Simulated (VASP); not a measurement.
TaO, 2 atoms in the cell. The structure is hexagonal, space group P6/mmm (No. 191). Conventional cell: a = 3.047 Å, b = 3.047 Å, c = 3.820 Å, α = 90.00°, β = 90.00°, γ = 120.00°. Within 2.5 Å of Ta (site symmetry 6/mmm) lie 2 O at 1.91 Å. O (site symmetry 6/mmm) has 2 Ta at 1.91 Å within 2.5 Å. 

| Item | Value |
| --- | --- |
| Program | VASP 6.6.1 |
| Task | single point |
| Functional | PBE0 |
| Potentials or basis | VASP PAW PBE potentials, release 64 (Ta_pv, O) |
| Cutoff | 520 eV |
| k mesh | 5 × 5 × 4 |
| Occupations | fermi-dirac, width 0.05 eV |
| Spin | no spin polarisation |
| Dipole correction | no |
| Grid for exact exchange (PRECFOCK) | Normal |
| Further INCAR settings | ALGO = Normal; EDIFF = 1e-06; NBANDS = 16 |
| Share of exact exchange | 0.25 |

Potentials or basis: VASP PAW PBE potentials, release 64 (Ta_pv, O).

Command:

```console
$ cat potpaw_PBE.64/Ta_pv/POTCAR potpaw_PBE.64/O/POTCAR > POTCAR
$ cp INCAR.step1 INCAR
$ mpirun -np 1 vasp_std > vasp.out
$ cp INCAR.step2 INCAR
$ mpirun -np 1 vasp_std > vasp.out
```

Hardware: 1 thread of Intel Xeon 8259CL, with other jobs on the host.

**Question.** How long does it take, and how much memory?

**Answer.** Wall time 41 min on 1 thread of Intel Xeon 8259CL, with other jobs on the host, peak memory 0.17 GiB. Counts: k points 15.
